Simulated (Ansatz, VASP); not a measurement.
## EuMn3: VASP beside Ansatz

```
CELL_PARAMETERS angstrom
3.99730 0.00000 0.00000
0.00000 3.99730 0.00000
0.00000 0.00000 3.99730
ATOMIC_POSITIONS crystal
Eu 0.00000 0.00000 0.00000
Mn 0.00000 0.50000 0.50000
Mn 0.50000 0.50000 0.00000
Mn 0.50000 0.00000 0.50000
```

Alike in both runs: task single point; functional PBEsol; k mesh 8 × 8 × 8; occupations gaussian, width 0.05 eV; collinear spin.

```csv
,VASP,Ansatz
version,VASP 6.6.1,Ansatz 0.2.0
potentials or method,"VASP PAW PBE potentials, release 64 (Eu, Mn_pv), cutoff 520 eV","scalar-relativistic, plane waves, PAW"
valence electrons in the cell,56,62
```

```csv
,VASP,Ansatz,Ansatz less VASP
pressure (GPa),1.6,1.5,-0.07
net moment per atom (μB),0.83,0.83,+0.008
size of the moment on the site where the two differ most (μB),3.23,3.27,+0.036
```

VASP's potentials were made for PBE, not for PBEsol. Site moments also hang on the region over which each program counts them. With one functional, cell and mesh, what is left measures potentials, basis and numerics. VASP's potentials hold 56 valence electrons a cell and Ansatz's 62, so a difference there can come from the potentials and not from the codes. Ansatz's warnings: given moment on shells.

Spin-orbit coupling is off throughout.
